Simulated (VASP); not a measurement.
# Au (Fm-3m) in VASP: a series of runs, part 2 of 2

VASP 6.6.1. The steps go on from the part before.

## Step 3: Relaxation of cell and atoms, LDA, target pressure 23 GPa, at which the enthalpy is minimised

INCAR reads:

```
SYSTEM = Au
PREC = Accurate
ENCUT = 600
EDIFF = 1E-7
ISMEAR = -1
SIGMA = 0.1
LREAL = .FALSE.
LASPH = .TRUE.
NELM = 100
ALGO = Normal
ISIF = 3
LWAVE = .FALSE.
LCHARG = .FALSE.
IBRION = 2
NSW = 60
EDIFFG = -0.005
PSTRESS = 230.0
```

KPOINTS reads:

```
Automatic mesh
0
G
  17 17 17
  0 0 0
```

POSCAR reads:

```
Au
1.0
    0.0000000000      1.9630972717      1.9630972717
    1.9630972717      0.0000000000      1.9630972717
    1.9630972717      1.9630972717      0.0000000000
Au
1
Direct
    0.0000000000      0.0000000000      0.0000000000
```

Potentials or basis: VASP PAW LDA potentials, release 64 (Au).

The run is started by

```sh
$ cat potpaw_LDA.64/Au/POTCAR > POTCAR
$ mpirun -np 1 vasp_std > vasp.out
```

OUTCAR:

```text
SYSTEM = Au
   PREC = Accurate
   ENCUT = 600
   EDIFF = 1E-7
   ISMEAR = -1
   LREAL = .FALSE.
   LASPH = .TRUE.
   NELM = 100
   ISIF = 3
   IBRION = 2
   NSW = 60
   EDIFFG = -0.005
   PSTRESS = 230.0

 ion  position               nearest neighbor table
   1  0.000  0.000  0.000-

  LATTYP: Found a face centered cubic cell.
 ALAT       =     3.9261945434

  Lattice vectors:

 A1 = (   0.0000000000,   1.9630972717,   1.9630972717)
 A2 = (   1.9630972717,   0.0000000000,   1.9630972717)
 A3 = (   1.9630972717,   1.9630972717,   0.0000000000)

Analysis of symmetry for initial positions (statically):
=====================================================================
 Subroutine PRICEL returns:
 Original cell was already a primitive cell.

 Routine SETGRP: Setting up the symmetry group for a
 face centered cubic supercell.

 Subroutine GETGRP returns: Found 48 space group operations
 (whereof 48 operations were pure point group operations)
 out of a pool of 48 trial point group operations.

The static configuration has the point symmetry O_h .

Analysis of symmetry for dynamics (positions and initial velocities):
=====================================================================
 Subroutine PRICEL returns:
 Original cell was already a primitive cell.
[... 163 lines left out ...]
  in kB      236.7945136    236.7945136    236.7945136      0.0000000      0.0000000      0.0000000
  external PRESSURE =       6.7945136 kB  Pullay stress =     230.0000000 kB
[... 61 lines left out ...]
--------------------------------------- Ionic step        3  -------------------------------------------

 number of electron      10.9999999 magnetization

 Free energy of the ion-electron system (eV)
  ---------------------------------------------------
  ext. energy  EPLUGINS =         0.00000000
  ---------------------------------------------------
  free energy    TOTEN  =        -4.35497935 eV

  energy without entropy =       -4.34744078  energy(sigma->0) =       -4.35121006

 E-fermi :  11.5017     XC(G=0): -13.6689

 val. band max:       11.4669756774   @ k =  -0.4118   0.1176   0.0000
 cond. band min:      11.5663475503   @ k =   0.4706   0.4118   0.0000
 fundamental gap:      0.0993718729
 Fermi energy:        11.5017488976

 k-point     1 :       0.0000    0.0000    0.0000
  band No.  band energies     occupation
      1       0.1769      2.00000
      2       5.9939      2.00000
      3       5.9939      2.00000
      4       5.9939      2.00000
      5       7.8788      2.00000
      6       7.8788      2.00000
      7      25.6387      0.00000
      8      30.2756      0.00000
      9      30.2756      0.00000
[... 265 lines left out ...]
 k-point    24 :      -0.1176    0.0588    0.0000
  band No.  band energies     occupation
      1       0.9981      2.00000
      2       5.6933      2.00000
      3       6.2644      2.00000
      4       6.2960      2.00000
      5       7.6084      2.00000
      6       7.9583      2.00000
      7      26.6157      0.00000
      8      27.3077      0.00000
      9      30.3952      0.00000

 [... further k-points ...]

------------------------ aborting loop because EDIFF is reached ----------------------------------------

  FORCE on cell =-STRESS in cart. coord.  units (eV):
  Direction    XX          YY          ZZ          XY          YZ          ZX
  --------------------------------------------------------------------------------------
  -------------------------------------------------------------------------------------
  Total        2.1748828      2.1748828      2.1748828      0.0000000      0.0000000      0.0000000
  in kB      229.8048280    229.8048280    229.8048280      0.0000000      0.0000000      0.0000000
  external PRESSURE =      -0.1951720 kB  Pullay stress =     230.0000000 kB
[... 20 lines left out ...]
  energy  without entropy=       -4.3474407779  energy(sigma->0) =       -4.35121006

  enthalpy is  TOTEN    =        -2.1782494831 eV   P V=        2.1767298667

 reached required accuracy - stopping structural energy minimisation
```

OSZICAR:

```text
N       E                     dE             d eps       ncg     rms          rms(c)
DAV:   1     0.488023141716E+02    0.48802E+02   -0.64325E+03  3114   0.125E+03
DAV:   2    -0.424660342317E+01   -0.53049E+02   -0.50512E+02  3065   0.223E+02
DAV:   3    -0.467092796298E+01   -0.42432E+00   -0.42407E+00  3576   0.213E+01
[... 19 lines left out ...]
DAV:   1    -0.436072972978E+01    0.90614E-02   -0.12460E-01  3025   0.408E+00    0.479E-01
DAV:   2    -0.435530362757E+01    0.54261E-02   -0.16575E-02  2984   0.130E+00    0.224E-01
DAV:   3    -0.435498218281E+01    0.32144E-03   -0.14189E-03  3083   0.364E-01    0.141E-01
DAV:   4    -0.435497940618E+01    0.27766E-05   -0.47487E-05  3149   0.602E-02    0.508E-03
DAV:   5    -0.435497934979E+01    0.56388E-07   -0.70537E-07  3161   0.932E-03
   3 F= -.21782495E+01 E0= -.21744802E+01  d E =-.686157E-04
```

Run time: 26 s. Hardware: 1 thread of Intel Xeon Platinum 8488C (Sapphire Rapids), shared host; peak memory 0.16 GiB.

Results:

* Free energy: -4.3550 eV
* Relaxed volume: 15.16 Å³/atom
* Relaxed cell: a = 2.778 Å, b = 2.778 Å, c = 2.778 Å, α = 60.00°, β = 60.00°, γ = 60.00°
* Space group after relaxing (to 0.05 Å): Fm-3m (No. 225)
* Energy change on relaxing (the enthalpy is what falls): -4.7 meV/atom
* Ionic steps: 3
* Pressure after relaxing: 23.0 GPa

Step by step:
```csv
step,energy change (eV),largest force (eV/Å),pressure (GPa),volume (Å³)
1,0.0000,0.0000,23.68,15.13
2,-0.0195,0.0000,20.78,15.27
3,-0.0047,0.0000,22.98,15.16
```

Final structure:
```yaml
crystal:
  lattice:
    - [0.00000, 1.96450, 1.96450]
    - [1.96450, 0.00000, 1.96450]
    - [1.96450, 1.96450, 0.00000]
  atoms:
    - { symbol: Au, position: [0.00000, 0.00000, 0.00000] }
```

Caveat: the cell is relaxed towards a set pressure, so the enthalpy falls and the energy may rise; spin-orbit coupling is left out, which moves the levels of the heavy elements.

## Step 4: Relaxation of cell and atoms, LDA, target pressure 23 GPa, at which the enthalpy is minimised

INCAR reads:

```
PREC     = Accurate       # precision mode
ENCUT    = 600            # plane-wave cutoff, eV
EDIFF    = 1E-6           # SCF threshold, eV
ISMEAR   = -1             # smearing method
SIGMA    = 0.1            # smearing width, eV
LREAL    = False          # projectors in reciprocal space
LASPH    = True           # aspherical terms in the spheres
NELM     = 80             # most SCF steps
ALGO     = Normal         # electronic algorithm
ISIF     = 3              # what is computed and relaxed
LWAVE    = False          # write WAVECAR
LCHARG   = False          # write CHGCAR
IBRION   = 2              # ionic algorithm
NSW      = 32             # ionic steps
EDIFFG   = -0.005         # ionic threshold
PSTRESS  = 230.0
```

KPOINTS reads:

```
regular mesh
0
Gamma
  17 17 17
```

POSCAR reads:

```
Au
1.0
    0.0000000000      1.9627988934      1.9627988934
    1.9627988934      0.0000000000      1.9627988934
    1.9627988934      1.9627988934      0.0000000000
Au
1
Direct
    0.0000000000      0.0000000000      0.0000000000
```

The run is started by

```sh
$ cat potpaw_LDA.64/Au/POTCAR > POTCAR
$ mpirun -np 1 vasp_std > vasp.out
```

It took 21 s on 1 thread of Intel Xeon Platinum 8488C (Sapphire Rapids), shared host; peak memory 0.16 GiB.

Results (log left out):

```
Free energy                                            : -4.3549 eV
Relaxed volume                                         : 15.16 Å³/atom
Relaxed cell                                           : a = 2.778 Å, b = 2.778 Å, c = 2.778 Å, α = 60.00°, β = 60.00°, γ = 60.00°
Space group after relaxing (to 0.05 Å)                 : Fm-3m (No. 225)
Energy change on relaxing (the enthalpy is what falls) : -5.7 meV/atom
Ionic steps                                            : 3
Pressure after relaxing                                : 23.0 GPa
```

Step by step:
| step | energy change (eV) | largest force (eV/Å) | pressure (GPa) | volume (Å³) |
| --- | --- | --- | --- | --- |
| 1 | 0.0000 | 0.0000 | 23.83 | 15.12 |
| 2 | -0.0236 | 0.0000 | 20.34 | 15.30 |
| 3 | -0.0057 | 0.0000 | 22.98 | 15.16 |

Final structure:
```
Au
1.0
     0.00000    1.96449    1.96449
     1.96449    0.00000    1.96449
     1.96449    1.96449    0.00000
Au
1
Cartesian
  0.0000 0.0000 0.0000
```

Levels at points of the mesh, in eV from the Fermi level:
```tsv
k point	band 4	band 5	band 6	band 7	band 8	band 9
(0.00, 0.00, 0.00)	-5.51	-3.62	-3.62	14.14	18.77	18.77
```

Caveat: the cell is relaxed towards a set pressure, so the enthalpy falls and the energy may rise; spin-orbit coupling is left out, which moves the levels of the heavy elements.
